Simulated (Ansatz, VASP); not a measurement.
N in VASP and in Ansatz

File INCAR:

```
PREC = Accurate
ENCUT = 600
EDIFF = 1E-6
ISMEAR = 0
SIGMA = 0.01
LREAL = False
LASPH = True
NELM = 120
ALGO = Normal
ISIF = 2
LWAVE = False
LCHARG = True
LELF = True
LVHAR = True
NBANDS = 12
GGA_COMPAT = False
```

KPOINTS

```
Automatic mesh
0
Gamma
  12 12 11
```

File POSCAR:

```
N
1.0
    2.5194737886      0.0000000000      0.0000000000
   -1.2597368943      2.1819283051      0.0000000000
    0.0000000000      0.0000000000      2.4460020000
N
2
Direct
    0.3333333333      0.6666666667      0.7500000000
    0.6666666667      0.3333333333      0.2500000000
```

The input input.yaml:

```yaml
crystal:
  lattice:
    - [2.5194737886, 0.0, 0.0]
    - [-1.2597368943, 2.1819283051, 0.0]
    - [0.0, 0.0, 2.446002]
  atoms:
    - { symbol: "N", position: [0.3333333333, 0.6666666667, 0.75] }
    - { symbol: "N", position: [0.6666666667, 0.3333333333, 0.25] }
hamiltonian:
  xc: lda
  pseudopotentials: { kind: paw, xc_functional: lda, accuracy: standard }
kpoints:
  mp_grid: { grid: [12, 12, 11] }
scf:
  occupations: { method: gaussian, width: 0.01 }
  n_extra_bands: 6
  algorithm: density_mixing
output:
  forces: true
  stress: true
  eigenvalues: true
  dos: { projected: false, de: 0.05, nscf_kmesh: { grid: [18, 18, 17] } }
```

Alike in both runs: functional LDA; k mesh 12 × 12 × 11; occupations gaussian, width 0.01 eV; no spin polarisation.

```csv
,VASP,Ansatz
version,VASP 6.6.1,Ansatz 0.2.0
potentials or method,"VASP PAW LDA potentials, release 64 (N)",JTH PAW LDA
plane-wave cutoff (eV),600,1350
valence electrons in the cell,10,10
task,single point,density of states
```

VASP gave:

| Quantity | Value |
| --- | --- |
| gap on the k mesh at the Fermi level (eV) | none |
| pressure (GPa) | -7.2 |
| traceless stress, the component that is largest in VASP (GPa) | -9.64 |

What did Ansatz give for the same quantities?

gap on the k mesh at the Fermi level (eV): none; pressure (GPa): -7.9; traceless stress, the component that is largest in VASP (GPa): -9.86.

LDA's correlation is that of Perdew and Zunger in VASP and of Perdew and Wang (1992) in Ansatz. A gap of «none» marks a metal or a gap that the smearing closes.
